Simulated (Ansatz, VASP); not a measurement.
**One calculation of Mg2B, two programs**

```xyz
3
Lattice="2.0357 -1.1753 3.3258 0.0000 2.3506 3.3258 -2.0357 -1.1753 3.3258" Properties=species:S:1:pos:R:3 pbc="T T T"
B     0.0000    0.0000    0.0000
Mg    0.0000    0.0000    2.4942
Mg    0.0000    0.0000    7.4831
```

Alike in both runs: task electric field gradients; functional PBEsol; k mesh 13 × 13 × 13; occupations fermi-dirac, width 0.05 eV; no spin polarisation.

```csv
,VASP,Ansatz
version,VASP 6.6.1,Ansatz 0.2.0
potentials or method,"VASP PAW PBE potentials, release 64 (B, Mg)","PAW with Ansatz's default frozen-core files, scalar-relativistic"
plane-wave cutoff (eV),520,420
valence electrons in the cell,7,23
```

|  | VASP | Ansatz | Ansatz less VASP |
| --- | --- | --- | --- |
| pressure (GPa) | 0.0 | 0.0 | 0.00 |

VASP's potentials were made for PBE, not for PBEsol. VASP's potentials hold 7 valence electrons a cell and Ansatz's 23, so a difference there can come from the potentials and not from the codes.
